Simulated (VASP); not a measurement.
Input of a VASP 6.6.1 run:

Contents of INCAR:

```
PREC = Accurate
ENCUT = 600
EDIFF = 1E-7
ISMEAR = 0
SIGMA = 0.02
LREAL = F
LASPH = T
NELM = 60
ALGO = Normal
ISIF = 3
LWAVE = F
LCHARG = F
GGA = PS
IBRION = 2
NSW = 100
EDIFFG = -0.005
```

KPOINTS

```
regular mesh
0
Gamma
  9 9 4
```

Contents of POSCAR:

```
LiCl
1.0
    3.9142090000      0.0000000000      0.0000000000
   -1.9571050000      3.3898050000      0.0000000000
    0.0000000000      0.0000000000      6.3918770000
Li Cl
2 2
Direct
    0.0000000000      0.0000000000      0.0000000000
    0.3333333300      0.6666666700      0.5000000000
    0.0000000000      0.0000000000      0.3750000000
    0.3333333300      0.6666666700      0.8750000000
```

Potentials or basis: VASP PAW PBE potentials, release 64 (Li_sv, Cl).

Run with:

```sh
$ cat potpaw_PBE.64/Li_sv/POTCAR potpaw_PBE.64/Cl/POTCAR > POTCAR
$ mpirun -np 1 vasp_std > vasp.out
```

**Question.** Estimate the relaxed cell.

**Answer.** a = 3.883 Å, b = 3.883 Å, c = 6.162 Å, α = 90.00°, β = 90.00°, γ = 120.00°.

**Question.** Predict the band gap on the k mesh.

**Answer.** 5.85 eV, direct.

Step by step:
```csv
step,energy change (eV),largest force (eV/Å),pressure (GPa),volume (Å³)
1,0.0000,0.0221,-1.20,84.81
2,-0.0118,0.0232,-0.70,82.88
3,-0.0173,0.0255,-0.03,80.62
4,-0.0174,0.0257,0.02,80.46
5,-0.0176,0.0232,0.02,80.47
6,-0.0182,0.0164,0.01,80.48
7,-0.0190,0.0041,0.00,80.51
8,-0.0188,0.0159,-0.03,80.56
9,-0.0192,0.0044,-0.01,80.53
10,-0.0192,0.0036,-0.01,80.53
11,-0.0192,0.0035,0.01,80.46
```

Caveat: the cutoff is under 1.25 times the usual one of these potentials, so pressure, stress and relaxed cells hold a basis-set (Pulay) error; the PAW data sets were made with another functional, which shifts forces and pressure a little. A k mesh can miss the band edges.
